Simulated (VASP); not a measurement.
A run of VASP 6.6.1:

INCAR

```
SYSTEM = KI
PREC = Accurate
ENCUT = 520
EDIFF = 1E-7
ISMEAR = 0
SIGMA = 0.05
LREAL = .False.
LASPH = .True.
NELM = 60
ALGO = Normal
ISIF = 2
LWAVE = .False.
LCHARG = .True.
GGA = PE
LELF = .True.
LVHAR = .True.
NBANDS = 15
```

File KPOINTS:

```
regular mesh
0
Gamma
  6 6 6
  0 0 0
```

POSCAR

```
KI
1.0
    4.2268287101      0.0000000000      0.0000000000
    0.0000000000      4.2268287101      0.0000000000
    0.0000000000      0.0000000000      4.4199325598
K I
1 1
Direct
    0.0000000000      0.0000000000      0.0000000000
    0.5000000000      0.5000000000      0.5000000000
```

Potentials or basis: VASP PAW PBE potentials, release 64 (K_sv, I).

Run with:

```bash
$ cat potpaw_PBE.64/K_sv/POTCAR potpaw_PBE.64/I/POTCAR > POTCAR
$ mpirun -np 1 vasp_std > vasp.out
```

Hardware: 1 thread of AMD EPYC 9R45 (Zen 5), on a shared host.

Problem. How long does it take, and how much memory?

Solution. It took 17 s on 1 thread of AMD EPYC 9R45 (Zen 5), with other jobs on the host, peak memory 0.17 GiB. Counts: scf iterations 14, k points 40.
